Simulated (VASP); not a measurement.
Input of a VASP 6.6.1 run:

POSCAR

```
BN
1.0
    0.0000000000      3.2928569245      2.1632761898
    1.2509583898      0.0000000000      2.1632761898
    1.2509583898      3.2928569245      0.0000000000
B N
1 1
Direct
    0.0001138439      0.0001138439      0.9998861561
    0.6665861461      0.6665861461      0.3334138539
```

File INCAR.step1:

```
ALGO = Normal ; EDIFF = 1E-8
ENCUT = 500 ; GGA = PE
ISMEAR = 0 ; LASPH = T
LCHARG = F ; LREAL = F
LWAVE = T ; NELM = 100
PREC = Accurate ; SIGMA = 0.01
```

File INCAR.step2:

```
ALGO = Exact ; EDIFF = 1E-8
ENCUT = 500 ; GGA = PE
ISMEAR = 0 ; ISTART = 1
LASPH = T ; LCHARG = F
LOPTICS = T ; LREAL = F
LWAVE = T ; NBANDS = 94
NELM = 1 ; PREC = Accurate
SIGMA = 0.01
```

Contents of INCAR.step3:

```
ALGO = EVGW0 ; EDIFF = 1E-8
ENCUT = 500 ; ENCUTGW = 60.0
GGA = PE ; ISMEAR = 0
ISTART = 1 ; LASPH = T
LCHARG = F ; LREAL = F
LWAVE = F ; NBANDS = 94
NBANDSGW = 12 ; NELMGW = 1
NOMEGA = 48 ; PREC = Accurate
PRECFOCK = Fast ; SIGMA = 0.01
```

Contents of KPOINTS:

```
k-points
0
Gamma
  4 4 4
```

Potentials or basis: VASP PAW PBE potentials, release 64 (B_GW, N_GW).

Command:

```console
$ cat potpaw_PBE.64/B_GW/POTCAR potpaw_PBE.64/N_GW/POTCAR > POTCAR
$ cp INCAR.step1 INCAR
$ mpirun -np 1 vasp_std > vasp.out
$ cp INCAR.step2 INCAR
$ mpirun -np 1 vasp_std > vasp.out
$ cp INCAR.step3 INCAR
$ mpirun -np 1 vasp_std > vasp.out
```

(1) Estimate the quasiparticle gap.

(2) What does it give for the least direct quasiparticle gap?

(3) What does it give for the band gap on the k mesh, mean-field level?

Results:

(1) 5.32 eV.

(2) 6.95 eV.

(3) 3.96 eV, indirect (least direct gap 5.28 eV).

Caveat: the k points lie up to 0.76 Å⁻¹ apart; bands, screening cutoff and mesh are small and nothing is extrapolated, so the quasiparticle values aren't converged.
